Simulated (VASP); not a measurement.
Input of a VASP 6.6.1 run:

Contents of INCAR:

```
SYSTEM = ZnSiP2
  PREC = Accurate
  ENCUT = 500
  EDIFF = 1E-6
  ISMEAR = -1
  SIGMA = 0.05
  LREAL = .FALSE.
  LASPH = .TRUE.
  NELM = 120
  ALGO = Normal
  ISIF = 2
  LWAVE = .FALSE.
  LCHARG = .FALSE.
  GGA = PS
  NBANDS = 36
  GGA_COMPAT = .FALSE.
```

KPOINTS

```
Automatic mesh
0
G
  5 5 5
  0 0 0
```

The input POSCAR:

```
ZnSiP2
1.0
   -2.6503917515      2.6503917515      5.1593462405
    2.6503917515     -2.6503917515      5.1593462405
    2.6503917515      2.6503917515     -5.1593462405
Zn Si P
2 2 4
Direct
    0.0000000000      0.0000000000      0.0000000000
    0.7500000000      0.2500000000      0.5000000000
    0.5000000000      0.5000000000      0.0000000000
    0.2500000000      0.7500000000      0.5000000000
    0.3750000000      0.3923010000      0.5173010000
    0.8750000000      0.8576990000      0.4826990000
    0.6076990000      0.1250000000      0.9826990000
    0.1423010000      0.6250000000      0.0173010000
```

Potentials or basis: VASP PAW PBE potentials, release 64 (Zn, Si, P).

Launch:

```console
$ cat potpaw_PBE.64/Zn/POTCAR potpaw_PBE.64/Si/POTCAR potpaw_PBE.64/P/POTCAR > POTCAR
$ mpirun -np 1 vasp_std > vasp.out
```

Task: Estimate the pressure.

Result: 3.5 GPa.

Task: What does it give for the largest force?

Result: 0.248 eV/Å.

Task: What does it give for the band gap on the k mesh?

Result: 1.11 eV.

Forces on the atoms (eV/Å):
```
Zn   0.000  0.000  0.000
Zn   0.000  0.000  0.000
Si   0.000  0.000  0.000
Si   0.000  0.000  0.000
P   -0.248  0.000  0.000
P    0.248  0.000  0.000
P    0.000  0.248  0.000
P    0.000 -0.248  0.000
```

Caveat: the cell stands under pressure; the PAW data sets were made with another functional, which shifts forces and pressure a little. A k mesh can miss the band edges.
